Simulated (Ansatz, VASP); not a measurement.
Rh in VASP and in Ansatz

The input INCAR:

```
SYSTEM = Rh
PREC = Accurate ; ENCUT = 520
EDIFF = 1E-6 ; ISMEAR = -1
SIGMA = 0.05 ; LREAL = .FALSE.
LASPH = .TRUE. ; NELM = 150
ALGO = Normal ; ISIF = 2
LWAVE = .FALSE. ; LCHARG = .TRUE.
ISPIN = 2 ; MAGMOM = 1
LORBIT = 11 ; LMAXMIX = 4
GGA = RP ; LELF = .TRUE.
LVHAR = .TRUE. ; NBANDS = 18
```

File KPOINTS:

```
regular mesh
0
G
  23 23 23
  0 0 0
```

File POSCAR:

```
Rh
1.0
    0.0000000000      1.9270181635      1.9270181635
    1.9270181635      0.0000000000      1.9270181635
    1.9270181635      1.9270181635      0.0000000000
Rh
1
Direct
    0.0000000000      0.0000000000      0.0000000000
```

Input for Ansatz:

```yaml
crystal:
  lattice:
    - [0.0, 1.9270181635, 1.9270181635]
    - [1.9270181635, 0.0, 1.9270181635]
    - [1.9270181635, 1.9270181635, 0.0]
  atoms:
    - { symbol: Rh, position: [0.0, 0.0, 0.0], spin: 1.0 }
hamiltonian:
  xc: rpbe
  pseudopotentials:
    kind: paw
    azcp:
      Rh: "pseudopotentials/Rh.paw.azcp"
basis:
  ecutwfc: 420
  fft_grid_basis: typed
kpoints:
  mp_grid: { grid: [23, 23, 23], shift: [0, 0, 0] }
magnetization:
  spin_polarized: true
scf:
  occupations: { method: fermi_dirac, width: 0.05 }
```

Alike in both runs: task single point; functional RPBE; k mesh 23 × 23 × 23; occupations fermi-dirac, width 0.05 eV; collinear spin.

|  | VASP | Ansatz |
| --- | --- | --- |
| version | VASP 6.6.1 | Ansatz 0.2.0 |
| potentials or method | VASP PAW PBE potentials, release 64 (Rh_pv), cutoff 520 eV | plane waves (420 eV) with PAW, scalar-relativistic |
| valence electrons in the cell | 15 | 17 |

```tsv
	VASP	Ansatz	Ansatz less VASP
net moment per atom (μB)	0.00	0.00	0.000
```

VASP's potentials were made for PBE, not for RPBE. VASP's potentials hold 15 valence electrons a cell and Ansatz's 17, so a difference there can come from the potentials and not from the codes. Ansatz's warnings: seeded moment not kept.
